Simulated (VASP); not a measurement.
# Sn (Fd-3m) in VASP: further runs

The runs below take Sn through single point, with r2SCAN.

All numbers are computed with VASP 6.6.1; they aren't measurements. Logs are shortened: lines on timing, memory, paths and dates and some standing lists are left out, and cuts for length are marked.

### 1 The cell of the first run

Symmetry: Fd-3m, No. 227, cubic system. Conventional cell: a = 5.787 Å, b = 5.787 Å, c = 5.787 Å, α = 90.00°, β = 90.00°, γ = 90.00°. Within 3.3 Å of Sn (site symmetry -43m) lie 4 Sn at 2.51 Å.

This isn't the form of Sn at room conditions, which is tetragonal (white tin).

### 2 Single point, r2SCAN

Contents of POSCAR:

```
Sn
1.0
    0.0000000000      2.8933851735      2.8933851735
    2.8933851735      0.0000000000      2.8933851735
    2.8933851735      2.8933851735      0.0000000000
Sn
2
Direct
    0.0000000000      0.0000000000      0.0000000000
    0.2500000000      0.2500000000      0.2500000000
```

Contents of INCAR.step1:

```
ALGO = Normal
EDIFF = 1E-4
ENCUT = 520
GGA = PE
ISMEAR = 0
LASPH = T
LCHARG = F
LREAL = F
LWAVE = T
NBANDS = 21
NELM = 80
PREC = Accurate
SIGMA = 0.1
```

Contents of INCAR.step2:

```
ALGO = Normal
EDIFF = 1E-7
ENCUT = 520
ISIF = 2
ISMEAR = 0
ISTART = 1
LASPH = T
LCHARG = F
LMIXTAU = T
LREAL = F
LWAVE = F
METAGGA = R2SCAN
NBANDS = 21
NELM = 80
PREC = Accurate
SIGMA = 0.1
```

Contents of KPOINTS:

```
k-points
0
Gamma
  12 12 12
```

Potentials or basis: VASP PAW PBE potentials, release 64 (Sn_d).

Command:

```bash
cat potpaw_PBE.64/Sn_d/POTCAR > POTCAR
cp INCAR.step1 INCAR
mpirun -np 1 vasp_std > vasp.out
cp INCAR.step2 INCAR
mpirun -np 1 vasp_std > vasp.out
```

OUTCAR:

```text
EDIFF = 1E-7
   ENCUT = 520
   ISIF = 2
   ISMEAR = 0
   ISTART = 1
   LASPH = T
   LREAL = F
   METAGGA = R2SCAN
   NELM = 80
   PREC = Accurate

 ion  position               nearest neighbor table
   1  0.000  0.000  0.000-   2 2.51   2 2.51   2 2.51   2 2.51
   2  0.250  0.250  0.250-   1 2.51   1 2.51   1 2.51   1 2.51

  LATTYP: Found a face centered cubic cell.
 ALAT       =     5.7867703470

  Lattice vectors:

 A1 = (   0.0000000000,   2.8933851735,   2.8933851735)
 A2 = (   2.8933851735,   0.0000000000,   2.8933851735)
 A3 = (   2.8933851735,   2.8933851735,   0.0000000000)

Analysis of symmetry for initial positions (statically):
=====================================================================
 Subroutine PRICEL returns:
 Original cell was already a primitive cell.

 Routine SETGRP: Setting up the symmetry group for a
 face centered cubic supercell.

 Subroutine GETGRP returns: Found 48 space group operations
 (whereof 24 operations were pure point group operations)
 out of a pool of 48 trial point group operations.

The static configuration has the point symmetry T_d .
 The point group associated with its full space group is O_h .

Analysis of symmetry for dynamics (positions and initial velocities):
=====================================================================
 Subroutine PRICEL returns:
 Original cell was already a primitive cell.

 Routine SETGRP: Setting up the symmetry group for a
 face centered cubic supercell.

 Subroutine GETGRP returns: Found 48 space group operations
 (whereof 24 operations were pure point group operations)
 out of a pool of 48 trial point group operations.

The dynamic configuration has the point symmetry T_d .
 The point group associated with its full space group is O_h .

 Subroutine INISYM returns: Found 48 space group operations
 (whereof 24 operations are pure point group operations),
 and found     1 'primitive' translations

----------------------------------------------------------------------------------------

                                     Primitive cell

  volume of cell :      48.4450

  direct lattice vectors                    reciprocal lattice vectors
     0.000000000  2.893385174  2.893385174    -0.172807964  0.172807964  0.172807964
     2.893385174  0.000000000  2.893385174     0.172807964 -0.172807964  0.172807964
     2.893385174  2.893385174  0.000000000     0.172807964  0.172807964 -0.172807964

  length of vectors
     4.091864554  4.091864554  4.091864554     0.299312173  0.299312173  0.299312173

  position of ions in fractional coordinates (direct lattice)
     0.000000000  0.000000000  0.000000000
     0.250000000  0.250000000  0.250000000

  ion indices of the primitive-cell ions
   primitive index   ion index
                 1           1
                 2           2

----------------------------------------------------------------------------------------

 KPOINTS: k-points

Automatic generation of k-mesh.
 Grid dimensions read from file:
 generate k-points for:   12   12   12

 Generating k-lattice:

  Cartesian coordinates                     Fractional coordinates (reciprocal lattice)
    -0.014400664  0.014400664  0.014400664     0.083333333  0.000000000  0.000000000
     0.014400664 -0.014400664  0.014400664     0.000000000  0.083333333  0.000000000
     0.014400664  0.014400664 -0.014400664     0.000000000  0.000000000  0.083333333

  Length of vectors
     0.024942681  0.024942681  0.024942681

  Shift w.r.t. Gamma in fractional coordinates (k-lattice)
     0.000000000  0.000000000  0.000000000

 Subroutine IBZKPT returns following result:
 ===========================================

 Found     72 irreducible k-points:

 Following reciprocal coordinates:
            Coordinates               Weight
  0.000000  0.000000  0.000000      1.000000
  0.083333  0.000000  0.000000      8.000000
  0.166667  0.000000  0.000000      8.000000
  0.250000  0.000000  0.000000      8.000000
  0.333333  0.000000  0.000000      8.000000
  0.416667  0.000000  0.000000      8.000000
[... 16 lines left out ...]
  0.500000  0.166667  0.000000     24.000000
 -0.416667  0.166667  0.000000     24.000000
 [... further k-points ...]
   k-points           NKPTS =     72   k-points in BZ     NKDIM =     72   number of bands    NBANDS=     21
   number of dos      NEDOS =    301   number of ions     NIONS =      2
   total plane-waves  NPLWV =  27000
   dimension x,y,z NGX =    30 NGY =   30 NGZ =   30
   dimension x,y,z NGXF=    60 NGYF=   60 NGZF=   60
   ions per type =               2
   NGX,Y,Z   is equivalent  to a cutoff of  12.19, 12.19, 12.19 a.u.
   NGXF,Y,Z  is equivalent  to a cutoff of  24.38, 24.38, 24.38 a.u.
 SYSTEM =  unknown system
   PREC   = accura    normal or accurate (medium, high low for compatibility)
   ISTART =      1    job   : 0-new  1-cont  2-samecut
   ICHARG =      0    charge: 1-file 2-atom 10-const
   ISPIN  =      1    spin polarized calculation?
   LNONCOLLINEAR =      F non collinear calculations
   LSORBIT =      F    spin-orbit coupling
   LASPH  =      T    aspherical Exc in radial PAW
   ENCUT  =  520.0 eV  38.22 Ry    6.18 a.u.   7.61  7.61  7.61*2*pi/ulx,y,z
   NELM   =     80;   NELMIN=  2; NELMDL=  0     # of ELM steps
   EDIFF  = 0.1E-06   stopping-criterion for ELM
   LREAL  =      F    real-space projection
   EDIFFG = 0.1E-05   stopping-criterion for IOM
   NSW    =      0    number of steps for IOM
   IBRION =     -1    ionic relax: 0-MD 1-quasi-New 2-CG
   NFREE  =      0    steps in history (QN), initial steepest desc. (CG)
   ISIF   =      2    stress and relaxation
   ISYM   =      2    0-nonsym 1-usesym 2-fastsym
   POTIM  = 0.5000    time-step for ionic-motion
   TEBEG  =    0.0;   TEEND  =   0.0 temperature during run
   PSTRESS=    0.0 pullay stress
   NELECT =      28.0000    total number of electrons
   NUPDOWN=      -1.0000    fix difference up-down
   EMIN   =  10.00;   EMAX   =-10.00  energy-range for DOS
   EFERMI =   0.00;   METHOD = LEGACY
   ISMEAR =     0;   SIGMA  =   0.10  broadening in eV -4-tet -1-fermi 0-gaus
   EFERMI_NEDOS =   21; number of points for ismear=-14 and -15
   IALGO  =     38    algorithm
   IMIX   =      4    mixing-type and parameters
     AMIX     =   0.40;   BMIX     =  1.00
     AMIX_MAG =   1.60;   BMIX_MAG =  1.00
  volume/ion in A,a.u.               =      24.22       163.46
  Fermi-wavevector in a.u.,A,eV,Ry     =   1.363676  2.576974 25.301568  1.859613
  Thomas-Fermi vector in A             =   2.490058
   LORBIT       =      0    0 simple, 1 ext, 2 COOP (PROOUT), +10 PAW based schemes
   METAGGA = R2SCAN    functional components
   LHFCALC =     F    Hartree Fock is set to
   AEXX    =    0.0000 exact exchange contribution
   IVDW    =     0    specifies the selected vdW correction
   LEPSILON=     F    determine dielectric tensor
   LRPA    =     F    only Hartree local field effects (RPA)
 non-spin polarized calculation
 Gauss-broadening in eV      SIGMA  =   0.10
  energy-cutoff  :      520.00
  volume of cell :       48.44
 maximum number of plane-waves:      1323
   NGX = 15   NGY = 15   NGZ = 15

 number of electron      27.9999991 magnetization

 Free energy of the ion-electron system (eV)
  ---------------------------------------------------
  ext. energy  EPLUGINS =         0.00000000
  ---------------------------------------------------
  free energy    TOTEN  =       -47.52972806 eV

  energy without entropy =      -47.52949304  energy(sigma->0) =      -47.52961055

 E-fermi :  10.1813     XC(G=0): -11.3528

 val. band max:       10.1562913896   @ k =   0.0000   0.0000   0.0000
 cond. band min:      10.2506325646   @ k =   0.4167   0.4167   0.0000
 fundamental gap:      0.0943411750
 Fermi energy:        10.1813195625

 k-point     1 :       0.0000    0.0000    0.0000
  band No.  band energies     occupation
      1     -13.5452      2.00000
      2     -13.5452      2.00000
      3     -13.5452      2.00000
      4     -13.4186      2.00000
      5     -13.4186      2.00000
      6     -12.6531      2.00000
[... 13 lines left out ...]
     20      18.8277      0.00000
     21      18.8277      0.00000

 k-point     2 :       0.0833    0.0000    0.0000
  band No.  band energies     occupation
      1     -13.5617      2.00000
      2     -13.5616      2.00000
      3     -13.5419      2.00000
      4     -13.3959      2.00000
      5     -13.3959      2.00000
      6     -12.6667      2.00000
[... 13 lines left out ...]
     20      18.0095      0.00000
     21      18.0095      0.00000

 k-point     3 :       0.1667    0.0000    0.0000
  band No.  band energies     occupation
      1     -13.5896      2.00000
      2     -13.5896      2.00000
      3     -13.5329      2.00000
      4     -13.3517      2.00000
      5     -13.3517      2.00000
      6     -12.6938      2.00000
[... 13 lines left out ...]
     20      17.4412      0.00000
     21      17.4412      0.00000

 k-point     4 :       0.2500    0.0000    0.0000
  band No.  band energies     occupation
      1     -13.6115      2.00000
      2     -13.6115      2.00000
      3     -13.5206      2.00000
      4     -13.3106      2.00000
      5     -13.3106      2.00000
      6     -12.7174      2.00000
[... 13 lines left out ...]
     20      17.5099      0.00000
     21      17.5099      0.00000

 k-point     5 :       0.3333    0.0000    0.0000
  band No.  band energies     occupation
      1     -13.6239      2.00000
      2     -13.6239      2.00000
      3     -13.5081      2.00000
      4     -13.2831      2.00000
      5     -13.2831      2.00000
      6     -12.7298      2.00000
[... 13 lines left out ...]
     20      18.2670      0.00000
     21      18.3105      0.00000
[... 382 lines left out ...]
     20      19.4223      0.00000
     21      19.5455      0.00000

 k-point    22 :       0.4167    0.1667    0.0000
  band No.  band energies     occupation
      1     -13.6794      2.00000
      2     -13.6292      2.00000
      3     -13.4758      2.00000
      4     -13.2443      2.00000
      5     -13.1677      2.00000
      6     -12.9375      2.00000
[... 13 lines left out ...]
     20      20.4212      0.00000
     21      20.8320      0.00000

 k-point    23 :       0.5000    0.1667    0.0000
  band No.  band energies     occupation
      1     -13.6929      2.00000
      2     -13.6424      2.00000
      3     -13.4381      2.00000
      4     -13.2120      2.00000
      5     -13.1838      2.00000
      6     -12.9095      2.00000
[... 13 lines left out ...]
     20      20.4567      0.00000
     21      20.8146      0.00000

 k-point    24 :      -0.4167    0.1667    0.0000
  band No.  band energies     occupation
      1     -13.6930      2.00000
      2     -13.6528      2.00000
      3     -13.4166      2.00000
      4     -13.2193      2.00000
      5     -13.1872      2.00000
      6     -12.8626      2.00000
[... 13 lines left out ...]
     20      19.0674      0.00000
     21      19.4567      0.00000

 [... further k-points ...]

------------------------ aborting loop because EDIFF is reached ----------------------------------------

  FORCE on cell =-STRESS in cart. coord.  units (eV):
  Direction    XX          YY          ZZ          XY          YZ          ZX
  --------------------------------------------------------------------------------------
  -------------------------------------------------------------------------------------
  Total       12.1592401     12.1592401     12.1592401      0.0000000      0.0000000     -0.0000000
  in kB      402.1316603    402.1316603    402.1316603      0.0000000      0.0000000     -0.0000000
  external PRESSURE =     402.1316603 kB  Pullay stress =       0.0000000 kB

 VOLUME and BASIS-vectors are now :
 -----------------------------------------------------------------------------
  energy-cutoff  :      520.00
  volume of cell :       48.44
      direct lattice vectors                 reciprocal lattice vectors
     0.000000000  2.893385174  2.893385174    -0.172807964  0.172807964  0.172807964
     2.893385174  0.000000000  2.893385174     0.172807964 -0.172807964  0.172807964
     2.893385174  2.893385174  0.000000000     0.172807964  0.172807964 -0.172807964

 POSITION                                       TOTAL-FORCE (eV/Angst)
 -----------------------------------------------------------------------------------
      0.00000      0.00000      0.00000         0.000000      0.000000      0.000000
      1.44669      1.44669      1.44669        -0.000000     -0.000000     -0.000000
 -----------------------------------------------------------------------------------
    total drift:                                0.000000     -0.000000      0.000000

  FREE ENERGIE OF THE ION-ELECTRON SYSTEM (eV)
  ---------------------------------------------------
  free  energy   TOTEN  =       -47.5297280615 eV

  energy  without entropy=      -47.5294930409  energy(sigma->0) =      -47.52961055
```

Wall time 2.8 min (1 thread of AMD EPYC 9R45 (Zen 5), shared host); peak memory 0.17 GiB.

Results:

```
Free energy : -47.5297 eV
Pressure    : 40.2 GPa
```

Caveat: the cell stands under pressure; the PAW data sets were made with another functional, which shifts forces and pressure a little; spin-orbit coupling is left out, which moves the levels of the heavy elements.

(Continued in part 2 of 3.)
